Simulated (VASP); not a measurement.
# Te (P3_121) in VASP: a series of runs, part 2 of 2

VASP 6.6.1. Earlier steps stand in the parts before.

## 3. Electric field gradients, LDA (equal xx and yy strain of -3 %)

Input file INCAR:

```
  PREC = Accurate
  ENCUT = 520
  EDIFF = 1E-8
  ISMEAR = -1
  SIGMA = 0.08
  LREAL = F
  LASPH = T
  NELM = 60
  ALGO = Normal
  ISIF = 2
  LWAVE = F
  LCHARG = F
  LEFG = T
  NBANDS = 16
```

Input file KPOINTS:

```
Automatic mesh
0
Gamma
  9 9 6
```

Input file POSCAR:

```
Te
1.0
    4.3242594749      0.0000000000      0.0000000000
   -2.1621297375      3.7449185579      0.0000000000
    0.0000000000      0.0000000000      5.9250000000
Te
3
Direct
    0.7450000000      0.0000000000      0.3333333333
    0.0000000000      0.7450000000      0.6666666667
    0.2550000000      0.2550000000      0.0000000000
```

Potentials or basis: VASP PAW LDA potentials, release 64 (Te).

Started as:

```console
$ cat potpaw_LDA.64/Te/POTCAR > POTCAR
$ mpirun -np 1 vasp_std > vasp.out
```

OUTCAR:

```text
PREC = Accurate
   ENCUT = 520
   EDIFF = 1E-8
   ISMEAR = -1
   LREAL = F
   LASPH = T
   NELM = 60
   ISIF = 2

 ion  position               nearest neighbor table
   1  0.745  0.000  0.333-   3 2.75   2 2.75   3 3.46   3 3.46   2 3.46   2 3.46
   2  0.000  0.745  0.667-   3 2.75   1 2.75   3 3.46   3 3.46   1 3.46   1 3.46
   3  0.255  0.255  0.000-   1 2.75   2 2.75   2 3.46   1 3.46   2 3.46   1 3.46

  LATTYP: Found a hexagonal cell.
 ALAT       =     4.3242594749
 C/A-ratio  =     1.3701767978

  Lattice vectors:

 A1 = (   4.3242594749,   0.0000000000,   0.0000000000)
 A2 = (  -2.1621297375,   3.7449185579,   0.0000000000)
 A3 = (   0.0000000000,   0.0000000000,   5.9250000000)

Analysis of symmetry for initial positions (statically):
=====================================================================
 Subroutine PRICEL returns:
 Original cell was already a primitive cell.

 Routine SETGRP: Setting up the symmetry group for a
 hexagonal supercell.

 Subroutine GETGRP returns: Found  6 space group operations
 (whereof  2 operations were pure point group operations)
 out of a pool of 24 trial point group operations.

The static configuration has the point symmetry C_2 .
 The point group associated with its full space group is D_3 .

Analysis of symmetry for dynamics (positions and initial velocities):
=====================================================================
 Subroutine PRICEL returns:
 Original cell was already a primitive cell.

 Routine SETGRP: Setting up the symmetry group for a
[... 604 lines left out ...]
      3      -3.3834      2.00000
      4       1.6093      2.00000
      5       2.1103      2.00000
      6       3.2684      2.00000
[... 8 lines left out ...]
     15      12.8711      0.00000
     16      13.5378      0.00000

 [... further k-points ...]

------------------------ aborting loop because EDIFF is reached ----------------------------------------

  FORCE on cell =-STRESS in cart. coord.  units (eV):
  Direction    XX          YY          ZZ          XY          YZ          ZX
  --------------------------------------------------------------------------------------
  -------------------------------------------------------------------------------------
  Total        1.2816580      1.2816580      2.2941693     -0.0000000      0.0000000     -0.0000000
  in kB       21.4013046     21.4013046     38.3083606     -0.0000000      0.0000000     -0.0000000
  external PRESSURE =      27.0369900 kB  Pullay stress =       0.0000000 kB

 VOLUME and BASIS-vectors are now :
 -----------------------------------------------------------------------------
  energy-cutoff  :      520.00
  volume of cell :       95.95
      direct lattice vectors                 reciprocal lattice vectors
     4.324259475  0.000000000  0.000000000     0.231253468  0.133514252  0.000000000
    -2.162129737  3.744918558  0.000000000     0.000000000  0.267028504  0.000000000
     0.000000000  0.000000000  5.925000000     0.000000000  0.000000000  0.168776371

 POSITION                                       TOTAL-FORCE (eV/Angst)
 -----------------------------------------------------------------------------------
      3.22157      0.00000      1.97500        -0.893375     -0.000000      0.000000
     -1.61079      2.78996      3.95000         0.446688     -0.773686     -0.000000
      0.55134      0.95495      0.00000         0.446688      0.773686      0.000000
 -----------------------------------------------------------------------------------
    total drift:                                0.000000      0.000000      0.000000

  FREE ENERGIE OF THE ION-ELECTRON SYSTEM (eV)
  ---------------------------------------------------
  free  energy   TOTEN  =       -11.2635563469 eV

  energy  without entropy=      -11.2612499501  energy(sigma->0) =      -11.26240315

 Electric field gradients (V/A^2)
---------------------------------------------------------------------
 ion       V_xx      V_yy      V_zz      V_xy      V_xz      V_yz
---------------------------------------------------------------------
   1     153.954  -399.113   245.159    -0.000    -0.000  -319.687
   2    -260.846    15.687   245.159  -239.485   276.857   159.844
   3    -260.846    15.687   245.159   239.485  -276.857   159.844
---------------------------------------------------------------------

 Electric field gradients after diagonalization (V/A^2)
 (convention: |V_zz| > |V_xx| > |V_yy|)
----------------------------------------------------------------------
 ion       V_xx      V_yy      V_zz     asymmetry (V_yy - V_xx)/ V_zz
----------------------------------------------------------------------
   1     376.864   153.954  -530.818       0.420
   2     376.864   153.954  -530.818       0.420
   3     376.864   153.954  -530.818       0.420
----------------------------------------------------------------------

           NMR quadrupolar parameters

 Cq : quadrupolar parameter    Cq=e*Q*V_zz/h
 eta: asymmetry parameters     (V_yy - V_xx)/ V_zz
 Q  : nuclear electric quadrupole moment in mb (millibarn)
----------------------------------------------------------------------
 ion       Cq(MHz)       eta       Q (mb)
----------------------------------------------------------------------
   1      -1.284       0.420       1.000
   2      -1.284       0.420       1.000
   3      -1.284       0.420       1.000
----------------------------------------------------------------------
```

stdout:

```text
POSCAR found type information on POSCAR Te
 POSCAR found :  1 types and       3 ions
 scaLAPACK will be used
 LDA part: xc-table for (Slater(with rela. corr.)+CA(PZ))
 , standard interpolation
 POSCAR, INCAR and KPOINTS ok, starting setup
 FFT: planning ... GRIDC
 FFT: planning ... GRID_SOFT
 FFT: planning ... GRID
 WAVECAR not read
 entering main loop
ion   1

ion   2
     0.0000585     0.9832096    -0.5361341    -0.6680388    -0.9286114     0.5676563
     0.0000806     0.9832096    -0.5361341    -0.6680388    -0.9286114     0.5676563
     0.0001110     0.9832096    -0.5361341    -0.6680388    -0.9286114     0.5676563
     0.0001528     0.9832096    -0.5361341    -0.6680388    -0.9286114     0.5676563

     0.0000585   219.0632300  -146.1063190  -194.0836925  -253.0635679   126.4762147
     0.0000806   219.0370452  -146.0887991  -194.0603336  -253.0332224   126.4610970
     0.0001110   218.9955453  -146.0610331  -194.0233087  -252.9851304   126.4371370
     0.0001528   218.9300528  -146.0172166  -193.9648723  -252.9092379   126.3993249

ion   3
     0.0000585    -0.9832096    -0.5361341    -0.6680388     0.9286114     0.5676563
     0.0000806    -0.9832096    -0.5361341    -0.6680388     0.9286114     0.5676563
     0.0001110    -0.9832096    -0.5361341    -0.6680388     0.9286114     0.5676563
     0.0001528    -0.9832096    -0.5361341    -0.6680388     0.9286114     0.5676563

     0.0000585  -219.0632300  -146.1063190  -194.0836925   253.0635679   126.4762147
     0.0000806  -219.0370452  -146.0887991  -194.0603336   253.0332224   126.4610970
     0.0001110  -218.9955454  -146.0610331  -194.0233087   252.9851304   126.4371370
     0.0001528  -218.9300529  -146.0172166  -193.9648723   252.9092380   126.3993249
```

It took 74 s on 1 thread of Intel Xeon Platinum 8259CL at 2.50GHz (Skylake/Cascade Lake), shared host; peak memory 0.22 GiB.

What came out:

```
Free energy                             : -11.2636 eV
Pressure                                : 2.7 GPa
Largest force                           : 0.893 eV/Å
Band gap on the k mesh                  : zero (filled and empty bands touch)
Largest electric field gradient by atom : Te -530.8 V/Å²
```

Forces in eV/Å, atoms in the order of the input:
```
Te  -0.893  0.000  0.000
Te   0.447 -0.774  0.000
Te   0.447  0.774  0.000
```

Levels at points of the mesh, in eV from the Fermi level:
| k point | band 5 | band 6 | band 7 | band 8 | band 9 | band 10 | band 11 | band 12 | band 13 | band 14 |
| --- | --- | --- | --- | --- | --- | --- | --- | --- | --- | --- |
| (0.00, 0.00, 0.00) | -2.93 | -2.93 | -1.75 | -1.75 | -0.68 | 1.01 | 1.01 | 1.84 | 4.62 | 4.62 |
| (0.00, 0.00, 0.50) | -2.77 | -2.77 | -1.51 | -1.13 | -1.13 | 0.50 | 0.77 | 0.77 | 3.68 | 5.28 |

Electric field gradients, principal values (V/Å²):
```
atom    least   middle  greatest (by size)
1 Te  153.954  376.864            -530.818
2 Te  153.954  376.864            -530.818
3 Te  153.954  376.864            -530.818
```

Caveat: the cell differs from its parent crystal (equal xx and yy strain of -3 %); without QUAD_EFG the Cq values of the log hold for a quadrupole moment of 1 mb, not for the nuclei; spin-orbit coupling is left out, which moves the levels of the heavy elements.
